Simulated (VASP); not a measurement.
# InSb (F-43m) in VASP: notebook

InSb is run at these levels: PBE; tasks: single point.

Program: VASP 6.6.1. These are calculated values, not measurements. Logs are shortened: lines on timing, memory, paths and dates and some standing lists are left out, and cuts for length are marked.

**1. The cell of the first run**

Symmetry: F-43m, No. 216, cubic system. The conventional cell has a = 6.315 Å, b = 6.315 Å, c = 6.315 Å, α = 90.00°, β = 90.00°, γ = 90.00°. Within 3.6 Å of In (site symmetry -43m) lie 4 Sb at 2.73 Å. Sb (site symmetry -43m) has 4 In at 2.73 Å within 3.6 Å.

**2. Single point, PBE (strain -3.7%)**

Contents of INCAR:

```
SYSTEM = InSb
PREC = Accurate
ENCUT = 520
EDIFF = 1E-7
ISMEAR = -1
SIGMA = 0.02
LREAL = .False.
LASPH = .True.
NELM = 80
ALGO = Normal
ISIF = 2
LWAVE = .False.
LCHARG = .True.
GGA = PE
LELF = .True.
LVHAR = .True.
NBANDS = 16
```

Contents of KPOINTS:

```
regular mesh
0
Gamma
  6 6 6
  0 0 0
```

Contents of POSCAR:

```
InSb
1.0
    0.0000000000      3.1575151304      3.1575151304
    3.1575151304      0.0000000000      3.1575151304
    3.1575151304      3.1575151304      0.0000000000
In Sb
1 1
Direct
    0.0000000000      0.0000000000      0.0000000000
    0.2500000000      0.2500000000      0.2500000000
```

Potentials or basis: VASP PAW PBE potentials, release 64 (In_d, Sb).

The run is started by

```
cat potpaw_PBE.64/In_d/POTCAR potpaw_PBE.64/Sb/POTCAR > POTCAR
mpirun -np 1 vasp_std > vasp.out
```

OUTCAR:

```text
SYSTEM = InSb
   PREC = Accurate
   ENCUT = 520
   EDIFF = 1E-7
   ISMEAR = -1
   LREAL = .False.
   LASPH = .True.
   NELM = 80
   ISIF = 2
   GGA = PE

 ion  position               nearest neighbor table
   1  0.000  0.000  0.000-   2 2.73   2 2.73   2 2.73   2 2.73
   2  0.250  0.250  0.250-   1 2.73   1 2.73   1 2.73   1 2.73

  LATTYP: Found a face centered cubic cell.
 ALAT       =     6.3150302608

  Lattice vectors:

 A1 = (   0.0000000000,   3.1575151304,   3.1575151304)
 A2 = (   3.1575151304,   0.0000000000,   3.1575151304)
 A3 = (   3.1575151304,   3.1575151304,   0.0000000000)

Analysis of symmetry for initial positions (statically):
=====================================================================
 Subroutine PRICEL returns:
 Original cell was already a primitive cell.

 Routine SETGRP: Setting up the symmetry group for a
 face centered cubic supercell.

 Subroutine GETGRP returns: Found 24 space group operations
 (whereof 24 operations were pure point group operations)
 out of a pool of 48 trial point group operations.

The static configuration has the point symmetry T_d .

Analysis of symmetry for dynamics (positions and initial velocities):
=====================================================================
 Subroutine PRICEL returns:
 Original cell was already a primitive cell.

 Routine SETGRP: Setting up the symmetry group for a
 face centered cubic supercell.

 Subroutine GETGRP returns: Found 24 space group operations
 (whereof 24 operations were pure point group operations)
 out of a pool of 48 trial point group operations.

The dynamic configuration has the point symmetry T_d .

 Subroutine INISYM returns: Found 24 space group operations
 (whereof 24 operations are pure point group operations),
 and found     1 'primitive' translations

----------------------------------------------------------------------------------------

                                     Primitive cell

  volume of cell :      62.9602

  direct lattice vectors                    reciprocal lattice vectors
     0.000000000  3.157515130  3.157515130    -0.158352369  0.158352369  0.158352369
     3.157515130  0.000000000  3.157515130     0.158352369 -0.158352369  0.158352369
     3.157515130  3.157515130  0.000000000     0.158352369  0.158352369 -0.158352369
[... 70 lines left out ...]
   LNONCOLLINEAR =      F non collinear calculations
   LSORBIT =      F    spin-orbit coupling
   LASPH  =      T    aspherical Exc in radial PAW
   ENCUT  =  520.0 eV  38.22 Ry    6.18 a.u.   8.30  8.30  8.30*2*pi/ulx,y,z
   NELM   =     80;   NELMIN=  2; NELMDL= -5     # of ELM steps
   EDIFF  = 0.1E-06   stopping-criterion for ELM
   LREAL  =      F    real-space projection
   EDIFFG = 0.1E-05   stopping-criterion for IOM
   NSW    =      0    number of steps for IOM
   IBRION =     -1    ionic relax: 0-MD 1-quasi-New 2-CG
   NFREE  =      0    steps in history (QN), initial steepest desc. (CG)
   ISIF   =      2    stress and relaxation
   ISYM   =      2    0-nonsym 1-usesym 2-fastsym
   POTIM  = 0.5000    time-step for ionic-motion
   TEBEG  =    0.0;   TEEND  =   0.0 temperature during run
   PSTRESS=    0.0 pullay stress
   NELECT =      18.0000    total number of electrons
   NUPDOWN=      -1.0000    fix difference up-down
   EMIN   =  10.00;   EMAX   =-10.00  energy-range for DOS
   EFERMI =   0.00;   METHOD = LEGACY
   ISMEAR =    -1;   SIGMA  =   0.02  broadening in eV -4-tet -1-fermi 0-gaus
   EFERMI_NEDOS =   21; number of points for ismear=-14 and -15
   IALGO  =     38    algorithm
   IMIX   =      4    mixing-type and parameters
     AMIX     =   0.40;   BMIX     =  1.00
     AMIX_MAG =   1.60;   BMIX_MAG =  1.00
  volume/ion in A,a.u.               =      31.48       212.44
  Fermi-wavevector in a.u.,A,eV,Ry     =   1.078475  2.038023 15.825060  1.163109
  Thomas-Fermi vector in A             =   2.214415
   LORBIT       =      0    0 simple, 1 ext, 2 COOP (PROOUT), +10 PAW based schemes
   GGA     = PE    functional components
   LHFCALC =     F    Hartree Fock is set to
   AEXX    =    0.0000 exact exchange contribution
   IVDW    =     0    specifies the selected vdW correction
   LEPSILON=     F    determine dielectric tensor
   LRPA    =     F    only Hartree local field effects (RPA)
 non-spin polarized calculation
  energy-cutoff  :      520.00
  volume of cell :       62.96
 maximum number of plane-waves:      1711
 NGX is ok and might be reduce to    36
   NGX = 17   NGY = 17   NGZ = 17

 number of electron      18.0000003 magnetization

 Free energy of the ion-electron system (eV)
  ---------------------------------------------------
  ext. energy  EPLUGINS =         0.00000000
  ---------------------------------------------------
  free energy    TOTEN  =        -6.71669214 eV

  energy without entropy =       -6.71668499  energy(sigma->0) =       -6.71668857

 E-fermi :   6.1099     XC(G=0):  -9.0152

 val. band max:        5.9687252536   @ k =   0.0000   0.0000   0.0000
 cond. band min:       6.2291631228   @ k =   0.0000   0.0000   0.0000
 fundamental gap:      0.2604378693
 Fermi energy:         6.1099474549

 k-point     1 :       0.0000    0.0000    0.0000
  band No.  band energies     occupation
      1      -8.8402      2.00000
      2      -8.8402      2.00000
      3      -8.8402      2.00000
      4      -8.7314      2.00000
      5      -8.7314      2.00000
      6      -5.2702      2.00000
[... 281 lines left out ...]
      3      -8.7851      2.00000
      4      -8.7489      2.00000
      5      -8.7260      2.00000
      6      -2.9460      2.00000
[... 8 lines left out ...]
     15      16.1229      0.00000
     16      16.7940      0.00000

------------------------ aborting loop because EDIFF is reached ----------------------------------------

  FORCE on cell =-STRESS in cart. coord.  units (eV):
  Direction    XX          YY          ZZ          XY          YZ          ZX
  --------------------------------------------------------------------------------------
  -------------------------------------------------------------------------------------
  Total        3.0510944      3.0510944      3.0510944      0.0000000      0.0000000     -0.0000000
  in kB       77.6425714     77.6425714     77.6425714      0.0000000      0.0000000     -0.0000000
  external PRESSURE =      77.6425714 kB  Pullay stress =       0.0000000 kB

 VOLUME and BASIS-vectors are now :
 -----------------------------------------------------------------------------
  energy-cutoff  :      520.00
  volume of cell :       62.96
      direct lattice vectors                 reciprocal lattice vectors
     0.000000000  3.157515130  3.157515130    -0.158352369  0.158352369  0.158352369
     3.157515130  0.000000000  3.157515130     0.158352369 -0.158352369  0.158352369
     3.157515130  3.157515130  0.000000000     0.158352369  0.158352369 -0.158352369

 POSITION                                       TOTAL-FORCE (eV/Angst)
 -----------------------------------------------------------------------------------
      0.00000      0.00000      0.00000         0.000000     -0.000000     -0.000000
      1.57876      1.57876      1.57876        -0.000000      0.000000      0.000000
 -----------------------------------------------------------------------------------
    total drift:                               -0.000000     -0.000000     -0.000000

  FREE ENERGIE OF THE ION-ELECTRON SYSTEM (eV)
  ---------------------------------------------------
  free  energy   TOTEN  =        -6.7166921449 eV

  energy  without entropy=       -6.7166849912  energy(sigma->0) =       -6.71668857
```

OSZICAR:

```text
N       E                     dE             d eps       ncg     rms          rms(c)
DAV:   1     0.112450319731E+03    0.11245E+03   -0.78440E+03   512   0.113E+03
DAV:   2     0.382575705580E+00   -0.11207E+03   -0.10807E+03   584   0.283E+02
DAV:   3    -0.664800996762E+01   -0.70306E+01   -0.70093E+01   640   0.722E+01
DAV:   4    -0.683959520348E+01   -0.19159E+00   -0.19155E+00   688   0.137E+01
DAV:   5    -0.684843604117E+01   -0.88408E-02   -0.88407E-02   736   0.233E+00    0.475E+00
DAV:   6    -0.673454568548E+01    0.11389E+00   -0.16066E-01   736   0.653E+00    0.275E+00
DAV:   7    -0.671504395863E+01    0.19502E-01   -0.84320E-02   696   0.284E+00    0.685E-01
DAV:   8    -0.671594060353E+01   -0.89664E-03   -0.88867E-03   680   0.114E+00    0.328E-01
DAV:   9    -0.671661730849E+01   -0.67670E-03   -0.10699E-03   608   0.273E-01    0.809E-02
DAV:  10    -0.671665174594E+01   -0.34437E-04   -0.51577E-05   720   0.508E-02    0.428E-02
DAV:  11    -0.671669077329E+01   -0.39027E-04   -0.69810E-05   608   0.566E-02    0.248E-02
DAV:  12    -0.671669220134E+01   -0.14280E-05   -0.13824E-06   600   0.777E-03    0.608E-03
DAV:  13    -0.671669216954E+01    0.31795E-07   -0.12850E-06   616   0.764E-03    0.316E-03
DAV:  14    -0.671669214486E+01    0.24685E-07   -0.25383E-08   576   0.997E-04
   1 F= -.67166921E+01 E0= -.67166886E+01  d E =-.715363E-05
```

stdout:

```text
POSCAR found type information on POSCAR InSb
 POSCAR found :  2 types and       2 ions
 scaLAPACK will be used
 LDA part: xc-table for (Slater+PW92), standard interpolation
 POSCAR, INCAR and KPOINTS ok, starting setup
 FFT: planning ... GRIDC
 FFT: planning ... GRID_SOFT
 FFT: planning ... GRID
 WAVECAR not read
 entering main loop
```

Run time: 17 s. Hardware: 1 thread of Intel Xeon Platinum 8488C (Sapphire Rapids), shared host; peak memory 0.21 GiB.

What came out:

```yaml
Free_energy: -6.7167 eV
Pressure: 7.8 GPa
Band_gap_on_the_k_mesh: 0.26 eV, direct
```

Caveat: the cell differs from its parent crystal (strain -3.7%); spin-orbit coupling is left out, which moves the levels of the heavy elements. A k mesh can miss the band edges.

**3. Single point, PBE (strain -3.7%)**

Contents of INCAR:

```
SYSTEM = InSb
PREC = Accurate
ENCUT = 500
EDIFF = 1E-6
ISMEAR = -1
SIGMA = 0.02
LREAL = .False.
LASPH = .True.
NELM = 120
ALGO = Normal
ISIF = 2
LWAVE = .False.
LCHARG = .True.
GGA = PE
LELF = .True.
LVHAR = .True.
NBANDS = 21
GGA_COMPAT = .False.
```

KPOINTS is that of step 2.

POSCAR is that of step 2.

Potentials or basis: VASP PAW PBE potentials, release 64 (In_d, Sb_d_GW).

The run is started by

```
cat potpaw_PBE.64/In_d/POTCAR potpaw_PBE.64/Sb_d_GW/POTCAR > POTCAR
mpirun -np 1 vasp_std > vasp.out
```

OUTCAR:

```text
SYSTEM = InSb
   PREC = Accurate
   ENCUT = 500
   EDIFF = 1E-6
   ISMEAR = -1
   LREAL = .False.
   LASPH = .True.
   NELM = 120
   ISIF = 2
   GGA = PE

 ion  position               nearest neighbor table
   1  0.000  0.000  0.000-   2 2.73   2 2.73   2 2.73   2 2.73
   2  0.250  0.250  0.250-   1 2.73   1 2.73   1 2.73   1 2.73

  LATTYP: Found a face centered cubic cell.
 ALAT       =     6.3150302608

  Lattice vectors:

 A1 = (   0.0000000000,   3.1575151304,   3.1575151304)
 A2 = (   3.1575151304,   0.0000000000,   3.1575151304)
 A3 = (   3.1575151304,   3.1575151304,   0.0000000000)

Analysis of symmetry for initial positions (statically):
=====================================================================
 Subroutine PRICEL returns:
 Original cell was already a primitive cell.

 Routine SETGRP: Setting up the symmetry group for a
 face centered cubic supercell.

 Subroutine GETGRP returns: Found 24 space group operations
 (whereof 24 operations were pure point group operations)
 out of a pool of 48 trial point group operations.

The static configuration has the point symmetry T_d .

Analysis of symmetry for dynamics (positions and initial velocities):
=====================================================================
 Subroutine PRICEL returns:
 Original cell was already a primitive cell.

 Routine SETGRP: Setting up the symmetry group for a
 face centered cubic supercell.

 Subroutine GETGRP returns: Found 24 space group operations
 (whereof 24 operations were pure point group operations)
 out of a pool of 48 trial point group operations.

The dynamic configuration has the point symmetry T_d .

 Subroutine INISYM returns: Found 24 space group operations
 (whereof 24 operations are pure point group operations),
 and found     1 'primitive' translations

[... 97 lines left out ...]
   NUPDOWN=      -1.0000    fix difference up-down
   EMIN   =  10.00;   EMAX   =-10.00  energy-range for DOS
   EFERMI =   0.00;   METHOD = LEGACY
   ISMEAR =    -1;   SIGMA  =   0.02  broadening in eV -4-tet -1-fermi 0-gaus
   EFERMI_NEDOS =   21; number of points for ismear=-14 and -15
   IALGO  =     38    algorithm
   IMIX   =      4    mixing-type and parameters
     AMIX     =   0.40;   BMIX     =  1.00
     AMIX_MAG =   1.60;   BMIX_MAG =  1.00
  volume/ion in A,a.u.               =      31.48       212.44
  Fermi-wavevector in a.u.,A,eV,Ry     =   1.249603  2.361407 21.245602  1.561508
  Thomas-Fermi vector in A             =   2.383636
   LORBIT       =      0    0 simple, 1 ext, 2 COOP (PROOUT), +10 PAW based schemes
   GGA     = PE    functional components
   LHFCALC =     F    Hartree Fock is set to
   AEXX    =    0.0000 exact exchange contribution
   IVDW    =     0    specifies the selected vdW correction
   LEPSILON=     F    determine dielectric tensor
   LRPA    =     F    only Hartree local field effects (RPA)
 non-spin polarized calculation
  energy-cutoff  :      500.00
  volume of cell :       62.96
 maximum number of plane-waves:      1639
 NGX is ok and might be reduce to    36
   NGX = 17   NGY = 17   NGZ = 17

 number of electron      28.0000010 magnetization

 Free energy of the ion-electron system (eV)
  ---------------------------------------------------
  ext. energy  EPLUGINS =         0.00000000
  ---------------------------------------------------
  free energy    TOTEN  =        -6.73252862 eV

  energy without entropy =       -6.73252027  energy(sigma->0) =       -6.73252445

 E-fermi :   5.1740     XC(G=0):  -9.1907

 val. band max:        5.0363964853   @ k =   0.0000   0.0000   0.0000
 cond. band min:       5.2896860964   @ k =   0.0000   0.0000   0.0000
 fundamental gap:      0.2532896110
 Fermi energy:         5.1740478806

 k-point     1 :       0.0000    0.0000    0.0000
  band No.  band energies     occupation
      1     -23.6708      2.00000
      2     -23.6708      2.00000
      3     -23.6708      2.00000
      4     -23.6482      2.00000
      5     -23.6482      2.00000
      6      -9.7581      2.00000
[... 373 lines left out ...]
     20      15.4487      0.00000
     21      15.9376      0.00000

------------------------ aborting loop because EDIFF is reached ----------------------------------------

  FORCE on cell =-STRESS in cart. coord.  units (eV):
  Direction    XX          YY          ZZ          XY          YZ          ZX
  --------------------------------------------------------------------------------------
  -------------------------------------------------------------------------------------
  Total        3.0389418      3.0389418      3.0389418      0.0000000     -0.0000000      0.0000000
  in kB       77.3333176     77.3333176     77.3333176      0.0000000     -0.0000000      0.0000000
  external PRESSURE =      77.3333176 kB  Pullay stress =       0.0000000 kB

 VOLUME and BASIS-vectors are now :
 -----------------------------------------------------------------------------
  energy-cutoff  :      500.00
  volume of cell :       62.96
      direct lattice vectors                 reciprocal lattice vectors
     0.000000000  3.157515130  3.157515130    -0.158352369  0.158352369  0.158352369
     3.157515130  0.000000000  3.157515130     0.158352369 -0.158352369  0.158352369
     3.157515130  3.157515130  0.000000000     0.158352369  0.158352369 -0.158352369

 POSITION                                       TOTAL-FORCE (eV/Angst)
 -----------------------------------------------------------------------------------
      0.00000      0.00000      0.00000         0.000000      0.000000      0.000000
      1.57876      1.57876      1.57876        -0.000000     -0.000000     -0.000000
 -----------------------------------------------------------------------------------
    total drift:                                0.000000      0.000000      0.000000

  FREE ENERGIE OF THE ION-ELECTRON SYSTEM (eV)
  ---------------------------------------------------
  free  energy   TOTEN  =        -6.7325286214 eV

  energy  without entropy=       -6.7325202741  energy(sigma->0) =       -6.73252445
```

It used 58 s of CPU time on 1 thread of AMD EPYC 7R13 Processor (Zen 3), on a shared host.

What came out:

```
Free energy            : -6.7325 eV
Pressure               : 7.7 GPa
Band gap on the k mesh : 0.25 eV, direct
```

Caveat: the cell differs from its parent crystal (strain -3.7%); spin-orbit coupling is left out, which moves the levels of the heavy elements.
